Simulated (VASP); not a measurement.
Input of a VASP 6.6.1 run:

POSCAR

```
SnO2
1.0
    4.7586162600      0.0000000000      0.0000000000
    0.0000000000      4.7586162600      0.0000000000
    0.0000000000      0.0000000000      3.2001508000
Sn O
2 4
Direct
    0.0000000000      0.0000000000      0.0000000000
    0.5000000000      0.5000000000      0.5000000000
    0.3059062700      0.3059062700      0.0000000000
    0.1940937300      0.8059062700      0.5000000000
    0.6940937300      0.6940937300      0.0000000000
    0.8059062700      0.1940937300      0.5000000000
```

Contents of INCAR.step1:

```
ALGO = Normal
EDIFF = 1E-4
ENCUT = 520
GGA = PE
ISMEAR = -1
LASPH = T
LCHARG = F
LREAL = F
LWAVE = T
NBANDS = 35
NELM = 80
PREC = Accurate
SIGMA = 0.02
```

INCAR.step2

```
ALGO = Normal
EDIFF = 1E-7
ENCUT = 520
ISIF = 2
ISMEAR = -1
ISTART = 1
LASPH = T
LCHARG = T
LELF = T
LMIXTAU = T
LREAL = F
LVHAR = T
LWAVE = F
METAGGA = R2SCAN
NBANDS = 35
NELM = 80
PREC = Accurate
SIGMA = 0.02
```

File KPOINTS:

```
k-points
0
Gamma
  6 6 10
```

Potentials or basis: VASP PAW PBE potentials, release 64 (Sn_d, O).

The run is started by

```sh
$ cat potpaw_PBE.64/Sn_d/POTCAR potpaw_PBE.64/O/POTCAR > POTCAR
$ cp INCAR.step1 INCAR
$ mpirun -np 1 vasp_std > vasp.out
$ cp INCAR.step2 INCAR
$ mpirun -np 1 vasp_std > vasp.out
```

**Question.** What does it give for the largest force?

**Answer.** 0.030 eV/Å.

**Question.** Predict the pressure.

**Answer.** 1.3 GPa.

**Question.** What does it give for the band gap on the k mesh?

**Answer.** 1.80 eV.

Stress tensor (GPa, compression positive):
```
1.08 0.00 0.00
0.00 1.08 0.00
0.00 0.00 1.61
```

Caveat: the PAW data sets were made with another functional, which shifts forces and pressure a little; spin-orbit coupling is left out, which moves the levels of the heavy elements. r2SCAN opens gaps a little over a GGA but as a rule still falls short of measured ones.
